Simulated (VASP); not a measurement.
A run of VASP 6.6.1 is set up as follows.

File INCAR:

```
SYSTEM = CrCN
ALGO = Normal
EDIFF = 1E-6
ENCUT = 520
GGA = PE
ISIF = 2
ISMEAR = 0
LASPH = .TRUE.
LCHARG = .FALSE.
LREAL = .FALSE.
LWAVE = .FALSE.
NBANDS = 18
NELM = 60
PREC = Accurate
SIGMA = 0.1
```

Contents of KPOINTS:

```
k-points
0
G
  18 18 16
  0 0 0
```

The input POSCAR:

```
CrCN
1.0
    3.1744943779      0.0000000000      0.0000000000
   -1.5872471890      2.7491927755      0.0000000000
    0.0000000000      0.0000000000      2.8790127880
Cr C N
1 1 1
Direct
    0.3333333333      0.6666666667      0.5000000000
    0.0000000000      0.0000000000      0.0000000000
    0.6666666667      0.3333333333      0.5000000000
```

Potentials or basis: VASP PAW PBE potentials, release 64 (Cr_pv, C, N).

The run is started by

```bash
$ cat potpaw_PBE.64/Cr_pv/POTCAR potpaw_PBE.64/C/POTCAR potpaw_PBE.64/N/POTCAR > POTCAR
$ mpirun -np 1 vasp_std > vasp.out
```

(1) Estimate the pressure.

## Answers

(1) 0.4 GPa.

Caveat: the run has no spin polarisation, though such a crystal can be magnetic.
